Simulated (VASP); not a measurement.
A run of VASP 6.6.1 is set up as follows.

File INCAR:

```
  ALGO = Fast
  EDIFF = 1E-7
  ENCUT = 520
  GGA = CA
  ISIF = 2
  ISMEAR = 0
  LASPH = T
  LCHARG = F
  LREAL = F
  LWAVE = F
  NBANDS = 13
  NELM = 60
  PREC = Accurate
  SIGMA = 0.15
```

KPOINTS

```
k-points
0
Gamma
  20 20 20
```

File POSCAR:

```
W
1.0
   -1.5158610338      1.5523972520      1.5523972520
    1.5523972520     -1.5158610338      1.5523972520
    1.5523972520      1.5523972520     -1.5158610338
W
1
Direct
    0.0000000000      0.0000000000      0.0000000000
```

Potentials or basis: VASP PAW LDA potentials, release 64 (W_sv).

Run with:

```console
$ cat potpaw_LDA.64/W_sv/POTCAR > POTCAR
$ mpirun -np 1 vasp_std > vasp.out
```

What does it give for the pressure?

13.2 GPa.

What does it give for the band gap on the k mesh?

Zero (bands 7 and 8 overlap by 6.06 eV).

Stress tensor (GPa, compression positive):
```
13.17 -3.86 -3.86
-3.86 13.17 -3.86
-3.86 -3.86 13.17
```

Caveat: the cell stands under pressure; spin-orbit coupling is left out, which moves the levels of the heavy elements.
